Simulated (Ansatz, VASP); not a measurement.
## SnO2: VASP beside Ansatz

File INCAR:

```
SYSTEM = SnO2
  ALGO = Normal
  EDIFF = 1E-8
  ENCUT = 520
  GGA = PE
  ISIF = 2
  ISMEAR = -1
  LASPH = .TRUE.
  LCHARG = .FALSE.
  LEFG = .TRUE.
  LREAL = .FALSE.
  LWAVE = .FALSE.
  NBANDS = 35
  NELM = 80
  PREC = Accurate
  SIGMA = 0.03
```

Contents of KPOINTS:

```
k-points
0
G
  4 4 6
  0 0 0
```

POSCAR

```
SnO2
1.0
    4.7373500000      0.0473735000      0.0473735000
    0.0473735000      4.7373500000      0.0473735000
    0.0318640000      0.0318640000      3.1864000000
Sn O
2 4
Direct
    0.0000000000      0.0000000000      0.0000000000
    0.5000000000      0.5000000000      0.5000000000
    0.3056200000      0.3056200000      0.0000000000
    0.1943800000      0.8056200000      0.5000000000
    0.6943800000      0.6943800000      0.0000000000
    0.8056200000      0.1943800000      0.5000000000
```

Input for Ansatz:

```yaml
crystal:
  lattice:
    - [4.73735, 0.0473735, 0.0473735]
    - [0.0473735, 4.73735, 0.0473735]
    - [0.031864, 0.031864, 3.1864]
  atoms:
    - { symbol: Sn, position: [0.0, 0.0, 0.0] }
    - { symbol: Sn, position: [0.5, 0.5, 0.5] }
    - { symbol: O, position: [0.30562, 0.30562, 0.0] }
    - { symbol: O, position: [0.19438, 0.80562, 0.5] }
    - { symbol: O, position: [0.69438, 0.69438, 0.0] }
    - { symbol: O, position: [0.80562, 0.19438, 0.5] }
kpoints:
  mp_grid: { grid: [4, 4, 6] }
scf:
  occupations: { method: fermi_dirac, width: 0.03 }
hamiltonian:
  xc: pbe
  pseudopotentials: { kind: paw }
output:
  forces: true
  stress: true
  eigenvalues: true
  efg: { contact_densities: true }
  write_density: true
  write_potential: true
  elf: true
  volumetric_format: npy
```

Change from the starting cell: equal xy, yz and zx shear strains of +2 %, PAW files.

Alike in both runs: task electric field gradients; functional PBE; k mesh 4 × 4 × 6; occupations fermi-dirac, width 0.03 eV; no spin polarisation.

```csv
,VASP,Ansatz
version,VASP 6.6.1,Ansatz 0.2.0
potentials or method,"VASP PAW PBE potentials, release 64 (Sn_d, O)","PAW with Ansatz's default frozen-core files, scalar-relativistic"
plane-wave cutoff (eV),520,420
valence electrons in the cell,52,52
```

VASP gave:

```
gap on the k mesh at the Fermi level (eV)                     : 1.24
pressure (GPa)                                                : 11.8
traceless stress, the component that is largest in VASP (GPa) : -4.24
rms of the force components (eV/Å)                            : 0.097
size of Vzz on the site where it differs most (V/Å²)          : 64.7
```

**Question.** Estimate Ansatz's values.

**Answer.** gap on the k mesh at the Fermi level (eV): 1.25; pressure (GPa): 11.1; traceless stress, the component that is largest in VASP (GPa): -4.22; rms of the force components (eV/Å): 0.093; size of Vzz on the site where it differs most (V/Å²): 60.4.

Atom by atom the forces differ by 0.008 eV/Å (rms over components). The functional is the same, so the differences come from potentials, cutoffs and numerics.
